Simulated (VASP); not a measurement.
# HfB (Fm-3m) in VASP: notebook

The runs below take HfB through electric field gradients, with LDA.

Program: VASP 6.6.1. These are calculated values, not measurements. Logs are shortened: lines on timing, memory, paths and dates and some standing lists are left out, and cuts for length are marked.

**1. The cell of the first run**

Symmetry: Fm-3m, No. 225, cubic system. Conventional cell: a = 4.558 Å, b = 4.558 Å, c = 4.558 Å, α = 90.00°, β = 90.00°, γ = 90.00°. Within 3.0 Å of Hf (site symmetry m-3m) lie 6 B at 2.28 Å. Within 3.0 Å of B (site symmetry m-3m) lie 6 Hf at 2.28 Å.

**2. Electric field gradients, LDA (11.83 Å³/atom)**

File INCAR:

```
SYSTEM = HfB
ALGO = Normal
EDIFF = 1E-8
ENCUT = 520
GGA = CA
ISIF = 2
ISMEAR = -1
LASPH = .True.
LCHARG = .False.
LEFG = .True.
LREAL = .False.
LWAVE = .False.
NBANDS = 14
NELM = 60
PREC = Accurate
SIGMA = 0.05
```

File KPOINTS:

```
k-points
0
Gamma
  15 15 15
  0 0 0
```

File POSCAR:

```
HfB
1.0
    0.0000000000      2.2787799567      2.2787799567
    2.2787799567      0.0000000000      2.2787799567
    2.2787799567      2.2787799567      0.0000000000
Hf B
1 1
Direct
    0.5000000000      0.5000000000      0.5000000000
    0.0000000000      0.0000000000      0.0000000000
```

Potentials or basis: VASP PAW LDA potentials, release 64 (Hf_pv, B).

Command:

```sh
cat potpaw_LDA.64/Hf_pv/POTCAR potpaw_LDA.64/B/POTCAR > POTCAR
mpirun -np 1 vasp_std > vasp.out
```

OUTCAR:

```text
SYSTEM = HfB
   EDIFF = 1E-8
   ENCUT = 520
   GGA = CA
   ISIF = 2
   ISMEAR = -1
   LASPH = .True.
   LREAL = .False.
   NELM = 60
   PREC = Accurate

 ion  position               nearest neighbor table
   1  0.500  0.500  0.500-   2 2.28   2 2.28   2 2.28   2 2.28   2 2.28   2 2.28
   2  0.000  0.000  0.000-   1 2.28   1 2.28   1 2.28   1 2.28   1 2.28   1 2.28

  LATTYP: Found a face centered cubic cell.
 ALAT       =     4.5575599134

  Lattice vectors:

 A1 = (   0.0000000000,   2.2787799567,   2.2787799567)
 A2 = (   2.2787799567,   0.0000000000,   2.2787799567)
 A3 = (   2.2787799567,   2.2787799567,   0.0000000000)

Analysis of symmetry for initial positions (statically):
=====================================================================
 Subroutine PRICEL returns:
 Original cell was already a primitive cell.

 Routine SETGRP: Setting up the symmetry group for a
 face centered cubic supercell.

 Subroutine GETGRP returns: Found 48 space group operations
 (whereof 48 operations were pure point group operations)
 out of a pool of 48 trial point group operations.

The static configuration has the point symmetry O_h .

Analysis of symmetry for dynamics (positions and initial velocities):
=====================================================================
 Subroutine PRICEL returns:
 Original cell was already a primitive cell.

 Routine SETGRP: Setting up the symmetry group for a
 face centered cubic supercell.

 Subroutine GETGRP returns: Found 48 space group operations
 (whereof 48 operations were pure point group operations)
 out of a pool of 48 trial point group operations.

The dynamic configuration has the point symmetry O_h .

 Subroutine INISYM returns: Found 48 space group operations
 (whereof 48 operations are pure point group operations),
 and found     1 'primitive' translations

----------------------------------------------------------------------------------------

                                     Primitive cell

  volume of cell :      23.6667

  direct lattice vectors                    reciprocal lattice vectors
     0.000000000  2.278779957  2.278779957    -0.219415656  0.219415656  0.219415656
     2.278779957  0.000000000  2.278779957     0.219415656 -0.219415656  0.219415656
     2.278779957  2.278779957  0.000000000     0.219415656  0.219415656 -0.219415656

  length of vectors
     3.222681520  3.222681520  3.222681520     0.380039065  0.380039065  0.380039065

  position of ions in fractional coordinates (direct lattice)
     0.500000000  0.500000000  0.500000000
     0.000000000  0.000000000  0.000000000

  ion indices of the primitive-cell ions
   primitive index   ion index
                 1           1
                 2           2

----------------------------------------------------------------------------------------

 KPOINTS: k-points

Automatic generation of k-mesh.
 Grid dimensions read from file:
 generate k-points for:   15   15   15

 Generating k-lattice:

  Cartesian coordinates                     Fractional coordinates (reciprocal lattice)
    -0.014627710  0.014627710  0.014627710     0.066666667  0.000000000  0.000000000
     0.014627710 -0.014627710  0.014627710     0.000000000  0.066666667  0.000000000
     0.014627710  0.014627710 -0.014627710     0.000000000  0.000000000  0.066666667

  Length of vectors
     0.025335938  0.025335938  0.025335938

  Shift w.r.t. Gamma in fractional coordinates (k-lattice)
     0.000000000  0.000000000  0.000000000

 Subroutine IBZKPT returns following result:
 ===========================================

 Found    120 irreducible k-points:

 Following reciprocal coordinates:
            Coordinates               Weight
  0.000000  0.000000  0.000000      1.000000
  0.066667  0.000000  0.000000      8.000000
  0.133333  0.000000  0.000000      8.000000
  0.200000  0.000000  0.000000      8.000000
  0.266667  0.000000  0.000000      8.000000
  0.333333  0.000000  0.000000      8.000000
[... 16 lines left out ...]
  0.133333  0.133333  0.000000      6.000000
  0.200000  0.133333  0.000000     24.000000
 [... further k-points ...]
   k-points           NKPTS =    120   k-points in BZ     NKDIM =    120   number of bands    NBANDS=     14
   number of dos      NEDOS =    301   number of ions     NIONS =      2
   total plane-waves  NPLWV =  13824
   dimension x,y,z NGX =    24 NGY =   24 NGZ =   24
   dimension x,y,z NGXF=    48 NGYF=   48 NGZF=   48
   ions per type =               1   1
   NGX,Y,Z   is equivalent  to a cutoff of  12.38, 12.38, 12.38 a.u.
   NGXF,Y,Z  is equivalent  to a cutoff of  24.76, 24.76, 24.76 a.u.
 SYSTEM =  HfB
   PREC   = accura    normal or accurate (medium, high low for compatibility)
   ISTART =      0    job   : 0-new  1-cont  2-samecut
   ICHARG =      2    charge: 1-file 2-atom 10-const
   ISPIN  =      1    spin polarized calculation?
   LNONCOLLINEAR =      F non collinear calculations
   LSORBIT =      F    spin-orbit coupling
   LASPH  =      T    aspherical Exc in radial PAW
   ENCUT  =  520.0 eV  38.22 Ry    6.18 a.u.   5.99  5.99  5.99*2*pi/ulx,y,z
   NELM   =     60;   NELMIN=  2; NELMDL= -5     # of ELM steps
   EDIFF  = 0.1E-07   stopping-criterion for ELM
   LREAL  =      F    real-space projection
   EDIFFG = 0.1E-06   stopping-criterion for IOM
   NSW    =      0    number of steps for IOM
   IBRION =     -1    ionic relax: 0-MD 1-quasi-New 2-CG
   NFREE  =      0    steps in history (QN), initial steepest desc. (CG)
   ISIF   =      2    stress and relaxation
   ISYM   =      2    0-nonsym 1-usesym 2-fastsym
   POTIM  = 0.5000    time-step for ionic-motion
   TEBEG  =    0.0;   TEEND  =   0.0 temperature during run
   PSTRESS=    0.0 pullay stress
   NELECT =      13.0000    total number of electrons
   NUPDOWN=      -1.0000    fix difference up-down
   EMIN   =  10.00;   EMAX   =-10.00  energy-range for DOS
   EFERMI =   0.00;   METHOD = LEGACY
   ISMEAR =    -1;   SIGMA  =   0.05  broadening in eV -4-tet -1-fermi 0-gaus
   EFERMI_NEDOS =   21; number of points for ismear=-14 and -15
   IALGO  =     38    algorithm
   IMIX   =      4    mixing-type and parameters
     AMIX     =   0.40;   BMIX     =  1.00
     AMIX_MAG =   1.60;   BMIX_MAG =  1.00
  volume/ion in A,a.u.               =      11.83        79.86
  Fermi-wavevector in a.u.,A,eV,Ry     =   1.340737  2.533625 24.457498  1.797575
  Thomas-Fermi vector in A             =   2.469026
   LORBIT       =      0    0 simple, 1 ext, 2 COOP (PROOUT), +10 PAW based schemes
   GGA     = CA    functional components
   LHFCALC =     F    Hartree Fock is set to
   AEXX    =    0.0000 exact exchange contribution
   IVDW    =     0    specifies the selected vdW correction
   LEPSILON=     F    determine dielectric tensor
   LRPA    =     F    only Hartree local field effects (RPA)
 non-spin polarized calculation
  energy-cutoff  :      520.00
  volume of cell :       23.67
 maximum number of plane-waves:       650
   NGX = 11   NGY = 11   NGZ = 11

 number of electron      13.0000001 magnetization

 Free energy of the ion-electron system (eV)
  ---------------------------------------------------
  ext. energy  EPLUGINS =         0.00000000
  ---------------------------------------------------
  free energy    TOTEN  =       -18.71770631 eV

  energy without entropy =      -18.70945443  energy(sigma->0) =      -18.71358037

 E-fermi :   5.3725     XC(G=0): -12.6464

 val. band max:        5.3383607830   @ k =  -0.1333   0.2000   0.0667
 cond. band min:       5.4037639444   @ k =  -0.2000   0.0667   0.0000
 fundamental gap:      0.0654031614
 Fermi energy:         5.3724732621

 k-point     1 :       0.0000    0.0000    0.0000
  band No.  band energies     occupation
      1     -22.5854      2.00000
      2     -22.5854      2.00000
      3     -22.5854      2.00000
      4      -4.1889      2.00000
      5       7.5231      0.00000
      6       7.5231      0.00000
      7       7.5231      0.00000
      8       9.4545      0.00000
      9       9.4545      0.00000
     10       9.4545      0.00000
     11       9.6838      0.00000
     12       9.6838      0.00000
     13      17.2841      0.00000
     14      19.1218      0.00000

 k-point     2 :       0.0667    0.0000    0.0000
  band No.  band energies     occupation
      1     -22.6258      2.00000
      2     -22.5894      2.00000
      3     -22.5894      2.00000
      4      -4.0515      2.00000
      5       7.0680      0.00000
      6       7.4469      0.00000
      7       7.4469      0.00000
      8       8.4921      0.00000
      9       8.4921      0.00000
     10       9.7110      0.00000
     11      10.9932      0.00000
     12      10.9932      0.00000
     13      17.6315      0.00000
     14      19.2528      0.00000

 k-point     3 :       0.1333    0.0000    0.0000
  band No.  band energies     occupation
      1     -22.7381      2.00000
      2     -22.6006      2.00000
      3     -22.6006      2.00000
      4      -3.6536      2.00000
      5       6.1469      0.00000
      6       6.7672      0.00000
      7       6.7672      0.00000
      8       8.3960      0.00000
      9       8.3960      0.00000
     10      10.1073      0.00000
     11      12.5699      0.00000
     12      12.5699      0.00000
     13      18.5962      0.00000
     14      19.5675      0.00000
[... 324 lines left out ...]
 k-point    23 :       0.1333    0.1333    0.0000
  band No.  band energies     occupation
      1     -22.7271      2.00000
      2     -22.6367      2.00000
      3     -22.6367      2.00000
      4      -3.4852      2.00000
      5       5.6957      0.00311
      6       6.7000      0.00000
      7       7.0524      0.00000
      8       7.0524      0.00000
      9       9.9775      0.00000
     10      10.8877      0.00000
     11      10.8877      0.00000
     12      13.8406      0.00000
     13      18.9848      0.00000
     14      19.7865      0.00000

 k-point    24 :       0.2000    0.1333    0.0000
  band No.  band energies     occupation
      1     -22.8320      2.00000
      2     -22.6618      2.00000
      3     -22.6523      2.00000
      4      -3.0424      2.00000
      5       4.8678      1.99992
      6       6.0019      0.00001
      7       6.7539      0.00000
      8       7.3575      0.00000
      9       9.9808      0.00000
     10      11.3757      0.00000
     11      12.0135      0.00000
     12      14.9852      0.00000
     13      19.8444      0.00000
     14      19.9753      0.00000

 [... further k-points ...]

------------------------ aborting loop because EDIFF is reached ----------------------------------------

  FORCE on cell =-STRESS in cart. coord.  units (eV):
  Direction    XX          YY          ZZ          XY          YZ          ZX
  --------------------------------------------------------------------------------------
  -------------------------------------------------------------------------------------
  Total        4.6840674      4.6840674      4.6840674     -0.0000000     -0.0000000      0.0000000
  in kB      317.1002274    317.1002274    317.1002274     -0.0000000     -0.0000000      0.0000000
  external PRESSURE =     317.1002274 kB  Pullay stress =       0.0000000 kB

 VOLUME and BASIS-vectors are now :
 -----------------------------------------------------------------------------
  energy-cutoff  :      520.00
  volume of cell :       23.67
      direct lattice vectors                 reciprocal lattice vectors
     0.000000000  2.278779957  2.278779957    -0.219415656  0.219415656  0.219415656
     2.278779957  0.000000000  2.278779957     0.219415656 -0.219415656  0.219415656
     2.278779957  2.278779957  0.000000000     0.219415656  0.219415656 -0.219415656

 POSITION                                       TOTAL-FORCE (eV/Angst)
 -----------------------------------------------------------------------------------
      2.27878      2.27878      2.27878         0.000000     -0.000000      0.000000
      0.00000      0.00000      0.00000        -0.000000      0.000000      0.000000
 -----------------------------------------------------------------------------------
    total drift:                                0.000000     -0.000000      0.000000

  FREE ENERGIE OF THE ION-ELECTRON SYSTEM (eV)
  ---------------------------------------------------
  free  energy   TOTEN  =       -18.7177063142 eV

  energy  without entropy=      -18.7094544265  energy(sigma->0) =      -18.71358037

 Electric field gradients (V/A^2)
---------------------------------------------------------------------
 ion       V_xx      V_yy      V_zz      V_xy      V_xz      V_yz
---------------------------------------------------------------------
   1       0.000    -0.000    -0.000    -0.000    -0.000    -0.000
   2      -0.000     0.000     0.000     0.000     0.000     0.000
---------------------------------------------------------------------

 Electric field gradients after diagonalization (V/A^2)
 (convention: |V_zz| > |V_xx| > |V_yy|)
----------------------------------------------------------------------
 ion       V_xx      V_yy      V_zz     asymmetry (V_yy - V_xx)/ V_zz
----------------------------------------------------------------------
   1       0.000     0.000    -0.001       0.000
   2      -0.000    -0.000     0.000       0.000
----------------------------------------------------------------------

           NMR quadrupolar parameters

 Cq : quadrupolar parameter    Cq=e*Q*V_zz/h
 eta: asymmetry parameters     (V_yy - V_xx)/ V_zz
 Q  : nuclear electric quadrupole moment in mb (millibarn)
----------------------------------------------------------------------
 ion       Cq(MHz)       eta       Q (mb)
----------------------------------------------------------------------
   1      -0.000       0.000       1.000
   2       0.000       0.000       1.000
----------------------------------------------------------------------
```

Run time: 39 s. Hardware: 1 thread of Intel Xeon 8259CL, shared host; peak memory 0.16 GiB.

Results:

| Property | Result |
| --- | --- |
| Free energy | -18.7177 eV |
| Pressure | 31.7 GPa |
| Band gap on the k mesh | zero (an odd number of electrons rules out a gap without spin polarisation) |
| Largest electric field gradient by atom | zero within the noise of the run |

Levels at points of the mesh, in eV from the Fermi level:
| k point | band 3 | band 4 | band 5 | band 6 | band 7 | band 8 | band 9 | band 10 | band 11 | band 12 |
| --- | --- | --- | --- | --- | --- | --- | --- | --- | --- | --- |
| (0.00, 0.00, 0.00) | -27.96 | -9.56 | 2.15 | 2.15 | 2.15 | 4.08 | 4.08 | 4.08 | 4.31 | 4.31 |

Caveat: the cell stands under pressure; spin-orbit coupling is left out, which moves the levels of the heavy elements.

(Continued in part 2 of 2.)
